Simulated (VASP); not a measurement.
A run of VASP 6.6.1:

Contents of INCAR:

```
  ALGO = Normal
  EDIFF = 1E-6
  ENCUT = 600
  GGA = PE
  GGA_COMPAT = False
  ISIF = 2
  ISMEAR = -1
  LASPH = True
  LCHARG = False
  LREAL = False
  LWAVE = False
  NBANDS = 11
  NELM = 120
  PREC = Accurate
  SIGMA = 0.3
```

The input KPOINTS:

```
k-points
0
Gamma
  13 13 13
```

The input POSCAR:

```
Ni
1.0
    0.0000000000      1.7935000000      1.7935000000
    1.7935000000      0.0000000000      1.7935000000
    1.7935000000      1.7935000000      0.0000000000
Ni
1
Direct
    0.0000000000      0.0000000000      0.0000000000
```

Potentials or basis: VASP PAW PBE potentials, release 64 (Ni).

Command:

```sh
$ cat potpaw_PBE.64/Ni/POTCAR > POTCAR
$ mpirun -np 1 vasp_std > vasp.out
```

Hardware: 1 thread of Intel Xeon 8259CL, with other jobs on the host.

Task: Estimate the wall time of this run.

Result: It took 23 s on 1 thread of Intel Xeon 8259CL, on a shared host, peak memory 0.13 GiB. Counts: scf iterations 12, k points 84.
